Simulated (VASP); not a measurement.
# SnSe (P6_3/mmc) in VASP: relaxation of cell and atoms with r2SCAN

Aim: the relaxation of cell and atoms of SnSe with r2SCAN.

Program: VASP 6.6.1. These are calculated values, not measurements. Logs are shortened: lines on timing, memory, paths and dates and some standing lists are left out, and cuts for length are marked.

## (1) The cell of the first run

It takes space group P6_3/mmc (No. 194, hexagonal). The conventional cell has a = 5.100 Å, b = 5.100 Å, c = 6.125 Å, α = 90.00°, β = 90.00°, γ = 120.00°. Within 3.9 Å of Sn (site symmetry -6m2) lie 5 Se at 2.94 to 3.06 Å. Within 3.9 Å of Se (site symmetry -6m2) lie 5 Sn at 2.94 to 3.06 Å.

## (2) Relaxation of cell and atoms, r2SCAN

POSCAR

```
SnSe
1.0
    5.0997223639      0.0000000000      0.0000000000
   -2.5498611819      4.4164891194      0.0000000000
    0.0000000000      0.0000000000      6.1245278615
Sn Se
2 2
Direct
    0.3333333333      0.6666666667      0.2500000000
    0.6666666667      0.3333333333      0.7500000000
    0.6666666667      0.3333333333      0.2500000000
    0.3333333333      0.6666666667      0.7500000000
```

INCAR.step1

```
SYSTEM = SnSe
  PREC = Accurate
  ENCUT = 600
  ISMEAR = -1
  SIGMA = 0.02
  LREAL = .FALSE.
  LASPH = .TRUE.
  NELM = 100
  GGA = PE
  ALGO = Normal
  EDIFF = 1E-4
  LWAVE = .TRUE.
  LCHARG = .FALSE.
```

INCAR.step2

```
SYSTEM = SnSe
  PREC = Accurate
  ENCUT = 600
  EDIFF = 1E-7
  ISMEAR = -1
  SIGMA = 0.02
  LREAL = .FALSE.
  LASPH = .TRUE.
  NELM = 100
  ALGO = Normal
  ISIF = 3
  LWAVE = .FALSE.
  LCHARG = .FALSE.
  METAGGA = R2SCAN
  LMIXTAU = .TRUE.
  IBRION = 2
  NSW = 80
  EDIFFG = -0.005
  ISTART = 1
```

KPOINTS

```
Automatic mesh
0
G
  6 6 4
  0 0 0
```

Potentials or basis: VASP PAW PBE potentials, release 64 (Sn_d, Se).

Launch:

```sh
$ cat potpaw_PBE.64/Sn_d/POTCAR potpaw_PBE.64/Se/POTCAR > POTCAR
$ cp INCAR.step1 INCAR
$ mpirun -np 1 vasp_std > vasp.out
$ cp INCAR.step2 INCAR
$ mpirun -np 1 vasp_std > vasp.out
```

OUTCAR:

```text
SYSTEM = SnSe
   PREC = Accurate
   ENCUT = 600
   EDIFF = 1E-7
   ISMEAR = -1
   LREAL = .FALSE.
   LASPH = .TRUE.
   NELM = 100
   ISIF = 3
   METAGGA = R2SCAN
   IBRION = 2
   NSW = 80
   EDIFFG = -0.005
   ISTART = 1

 ion  position               nearest neighbor table
   1  0.333  0.667  0.250-   3 2.94   3 2.94   3 2.94   4 3.06   4 3.06
   2  0.667  0.333  0.750-   4 2.94   4 2.94   4 2.94   3 3.06   3 3.06
   3  0.667  0.333  0.250-   1 2.94   1 2.94   1 2.94   2 3.06   2 3.06
   4  0.333  0.667  0.750-   2 2.94   2 2.94   2 2.94   1 3.06   1 3.06

  LATTYP: Found a hexagonal cell.
 ALAT       =     5.0997223639
 C/A-ratio  =     1.2009531940

  Lattice vectors:

 A1 = (   5.0997223639,   0.0000000000,   0.0000000000)
 A2 = (  -2.5498611819,   4.4164891194,   0.0000000000)
 A3 = (   0.0000000000,   0.0000000000,   6.1245278615)

Analysis of symmetry for initial positions (statically):
=====================================================================
 Subroutine PRICEL returns:
 Original cell was already a primitive cell.

 Routine SETGRP: Setting up the symmetry group for a
 hexagonal supercell.

 Subroutine GETGRP returns: Found 24 space group operations
 (whereof 12 operations were pure point group operations)
 out of a pool of 24 trial point group operations.

The static configuration has the point symmetry D_3d.
 The point group associated with its full space group is D_6h.

Analysis of symmetry for dynamics (positions and initial velocities):
=====================================================================
 Subroutine PRICEL returns:
 Original cell was already a primitive cell.

 Routine SETGRP: Setting up the symmetry group for a
 hexagonal supercell.

 Subroutine GETGRP returns: Found 24 space group operations
 (whereof 12 operations were pure point group operations)
 out of a pool of 24 trial point group operations.

The dynamic configuration has the point symmetry D_3d.
 The point group associated with its full space group is D_6h.

 Subroutine INISYM returns: Found 24 space group operations
 (whereof 12 operations are pure point group operations),
 and found     1 'primitive' translations

----------------------------------------------------------------------------------------

                                     Primitive cell

  volume of cell :     137.9419

[... 76 lines left out ...]
   NGX,Y,Z   is equivalent  to a cutoff of  13.69, 13.69, 13.57 a.u.
   NGXF,Y,Z  is equivalent  to a cutoff of  27.38, 27.38, 27.14 a.u.
 SYSTEM =  SnSe
   PREC   = accura    normal or accurate (medium, high low for compatibility)
   ISTART =      1    job   : 0-new  1-cont  2-samecut
   ICHARG =      0    charge: 1-file 2-atom 10-const
   ISPIN  =      1    spin polarized calculation?
   LNONCOLLINEAR =      F non collinear calculations
   LSORBIT =      F    spin-orbit coupling
   LASPH  =      T    aspherical Exc in radial PAW
   ENCUT  =  600.0 eV  44.10 Ry    6.64 a.u.  10.19 10.19 12.23*2*pi/ulx,y,z
   NELM   =    100;   NELMIN=  2; NELMDL=  0     # of ELM steps
   EDIFF  = 0.1E-06   stopping-criterion for ELM
   LREAL  =      F    real-space projection
   EDIFFG = -.5E-02   stopping-criterion for IOM
   NSW    =     80    number of steps for IOM
   IBRION =      2    ionic relax: 0-MD 1-quasi-New 2-CG
   NFREE  =      1    steps in history (QN), initial steepest desc. (CG)
   ISIF   =      3    stress and relaxation
   ISYM   =      2    0-nonsym 1-usesym 2-fastsym
   POTIM  = 0.5000    time-step for ionic-motion
   TEBEG  =    0.0;   TEEND  =   0.0 temperature during run
   PSTRESS=    0.0 pullay stress
   NELECT =      40.0000    total number of electrons
   NUPDOWN=      -1.0000    fix difference up-down
   EMIN   =  10.00;   EMAX   =-10.00  energy-range for DOS
   EFERMI =   0.00;   METHOD = LEGACY
   ISMEAR =    -1;   SIGMA  =   0.02  broadening in eV -4-tet -1-fermi 0-gaus
   EFERMI_NEDOS =   21; number of points for ismear=-14 and -15
   IALGO  =     38    algorithm
   IMIX   =      4    mixing-type and parameters
     AMIX     =   0.40;   BMIX     =  1.00
     AMIX_MAG =   1.60;   BMIX_MAG =  1.00
  volume/ion in A,a.u.               =      34.49       232.72
  Fermi-wavevector in a.u.,A,eV,Ry     =   1.083584  2.047678 15.975349  1.174155
  Thomas-Fermi vector in A             =   2.219654
   LORBIT       =      0    0 simple, 1 ext, 2 COOP (PROOUT), +10 PAW based schemes
   METAGGA = R2SCAN    functional components
   LHFCALC =     F    Hartree Fock is set to
   AEXX    =    0.0000 exact exchange contribution
   IVDW    =     0    specifies the selected vdW correction
   LEPSILON=     F    determine dielectric tensor
   LRPA    =     F    only Hartree local field effects (RPA)
 conjugate gradient relaxation of ions
 non-spin polarized calculation
  energy-cutoff  :      600.00
  volume of cell :      137.94
 maximum number of plane-waves:      4632
 NGX is ok and might be reduce to    42
   NGX = 21   NGY = 21   NGZ = 25

--------------------------------------- Ionic step        1  -------------------------------------------

 number of electron      39.9999991 magnetization

 Free energy of the ion-electron system (eV)
  ---------------------------------------------------
  ext. energy  EPLUGINS =         0.00000000
  ---------------------------------------------------
  free energy    TOTEN  =       -79.18310946 eV

  energy without entropy =      -79.18310945  energy(sigma->0) =      -79.18310945

------------------------ aborting loop because EDIFF is reached ----------------------------------------

  FORCE on cell =-STRESS in cart. coord.  units (eV):
  Direction    XX          YY          ZZ          XY          YZ          ZX
  --------------------------------------------------------------------------------------
  -------------------------------------------------------------------------------------
  Total       -0.6896915     -0.6896915     -0.8511135     -0.0000000      0.0000000      0.0000000
  in kB       -8.0106756     -8.0106756     -9.8855703     -0.0000000      0.0000000      0.0000000
  external PRESSURE =      -8.6356405 kB  Pullay stress =       0.0000000 kB
[... 63 lines left out ...]
--------------------------------------- Ionic step        3  -------------------------------------------

 number of electron      39.9999994 magnetization

 Free energy of the ion-electron system (eV)
  ---------------------------------------------------
  ext. energy  EPLUGINS =         0.00000000
  ---------------------------------------------------
  free energy    TOTEN  =       -79.19158339 eV

  energy without entropy =      -79.19158337  energy(sigma->0) =      -79.19158338

 E-fermi :   4.3184     XC(G=0):  -8.9367

 val. band max:        4.0291167703   @ k =   0.3333   0.3333   0.5000
 cond. band min:       4.6078264810   @ k =   0.3333   0.3333   0.5000
 fundamental gap:      0.5787097107
 Fermi energy:         4.3183974536

 k-point     1 :       0.0000    0.0000    0.0000
  band No.  band energies     occupation
      1     -18.7130      2.00000
      2     -18.6921      2.00000
      3     -18.6921      2.00000
      4     -18.6917      2.00000
      5     -18.6916      2.00000
      6     -18.6875      2.00000
[... 587 lines left out ...]
  FREE ENERGIE OF THE ION-ELECTRON SYSTEM (eV)
  ---------------------------------------------------
  free  energy   TOTEN  =       -79.1915833855 eV

  energy  without entropy=      -79.1915833676  energy(sigma->0) =      -79.19158338

 reached required accuracy - stopping structural energy minimisation
```

OUTCAR.step1:

```text
SYSTEM = SnSe
   PREC = Accurate
   ENCUT = 600
   ISMEAR = -1
   LREAL = .FALSE.
   LASPH = .TRUE.
   NELM = 100
[... 791 lines left out ...]
      2.54986      1.47216      4.59340         0.000000      0.000000      0.000000
      2.54986      1.47216      1.53113         0.000000     -0.000000      0.000000
     -0.00000      2.94433      4.59340        -0.000000      0.000000      0.000000
 -----------------------------------------------------------------------------------
    total drift:                               -0.000000      0.000000     -0.000000

  FREE ENERGIE OF THE ION-ELECTRON SYSTEM (eV)
  ---------------------------------------------------
  free  energy   TOTEN  =       -16.0202428611 eV

  energy  without entropy=      -16.0202425659  energy(sigma->0) =      -16.02024271
```

OSZICAR.step1:

```text
N       E                     dE             d eps       ncg     rms          rms(c)
DAV:   1     0.370022433973E+03    0.37002E+03   -0.20965E+04  1008   0.214E+03
DAV:   2     0.320638575936E+02   -0.33796E+03   -0.33418E+03  1056   0.508E+02
DAV:   3    -0.146822782760E+02   -0.46746E+02   -0.45889E+02  1256   0.169E+02
DAV:   4    -0.165078690066E+02   -0.18256E+01   -0.18247E+01  1160   0.356E+01
DAV:   5    -0.165665106229E+02   -0.58642E-01   -0.58628E-01  1432   0.656E+00    0.440E+00
DAV:   6    -0.160184774468E+02    0.54803E+00   -0.19115E+00  1208   0.596E+00    0.263E+00
DAV:   7    -0.160149639680E+02    0.35135E-02   -0.30938E-01  1320   0.213E+00    0.131E+00
DAV:   8    -0.160193133674E+02   -0.43494E-02   -0.38959E-02  1352   0.143E+00    0.170E-01
DAV:   9    -0.160191497628E+02    0.16360E-03   -0.86308E-03  1360   0.524E-01    0.877E-02
DAV:  10    -0.160200772261E+02   -0.92746E-03   -0.13539E-03   928   0.190E-01    0.274E-02
DAV:  11    -0.160202220577E+02   -0.14483E-03   -0.18917E-04   976   0.937E-02    0.906E-03
DAV:  12    -0.160202428611E+02   -0.20803E-04   -0.24203E-05   736   0.351E-02
   1 F= -.16020243E+02 E0= -.16020243E+02  d E =-.295209E-06
```

Run time: 10 min. Hardware: 1 thread of AMD EPYC 9R45 (Zen 5), shared host; peak memory 0.33 GiB.

Results:

* Free energy: -79.1916 eV
* Relaxed volume: 33.73 Å³/atom
* Relaxed cell: a = 5.065 Å, b = 5.065 Å, c = 6.073 Å, α = 90.00°, β = 90.00°, γ = 120.00°
* Space group after relaxing (to 0.1 Å): P6_3/mmc (No. 194)
* Energy gained by relaxing: 2.1 meV/atom
* Ionic steps: 3
* Pressure after relaxing: 0.0 GPa
* Band gap on the k mesh: 0.58 eV

The path:
```tsv
step	energy change (eV)	largest force (eV/Å)	pressure (GPa)	volume (Å³)
1	0.0000	0.0000	-0.86	137.94
2	-0.0081	0.0000	0.20	134.26
3	-0.0085	0.0000	0.00	134.90
```

Final structure:
```yaml
crystal:
  lattice:
    - [5.06470, 0.00000, 0.00000]
    - [-2.53235, 4.38616, 0.00000]
    - [0.00000, 0.00000, 6.07262]
  atoms:
    - { symbol: Sn, position: [0.33333, 0.66667, 0.25000] }
    - { symbol: Sn, position: [0.66667, 0.33333, 0.75000] }
    - { symbol: Se, position: [0.66667, 0.33333, 0.25000] }
    - { symbol: Se, position: [0.33333, 0.66667, 0.75000] }
```

Caveat: semilocal functionals underestimate gaps, and a narrow one can read as zero; the PAW data sets were made with another functional, which shifts forces and pressure a little; spin-orbit coupling is left out, which moves the levels of the heavy elements. A k mesh can miss the band edges.
